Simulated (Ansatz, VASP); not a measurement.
# One calculation of Zn, two programs

```xyz
1
Lattice="-1.5850 1.5850 1.5377 1.5850 -1.5850 1.5377 1.5850 1.5850 -1.5377" Properties=species:S:1:pos:R:3 pbc="T T T"
Zn    0.0000    0.0000    0.0000
```

Change from the starting cell: strain_z_fixed_volume = -0.02.

Alike in both runs: task single point; functional PBEsol; k mesh 12 × 12 × 12; occupations fermi-dirac, width 0.05 eV; no spin polarisation.

```csv
,VASP,Ansatz
version,VASP 6.6.1,Ansatz 0.2.0
potentials or method,"VASP PAW PBE potentials, release 64 (Zn), cutoff 520 eV","all-electron LAPW, scalar-relativistic"
```

VASP gave:

| Property | Result |
| --- | --- |
| gap on the k mesh at the Fermi level (eV) | none |
| pressure (GPa) | -4.9 |
| traceless stress, the component that is largest in VASP (GPa) | -0.25 |

**Question.** Which values does Ansatz return?

**Answer.** gap on the k mesh at the Fermi level (eV): none; pressure (GPa): -5.3; traceless stress, the component that is largest in VASP (GPa): -0.24.

VASP's potentials were made for PBE, not for PBEsol. A gap of «none» marks a metal or a gap that the smearing closes. Ansatz ran all-electron here, and VASP with PAW potentials.
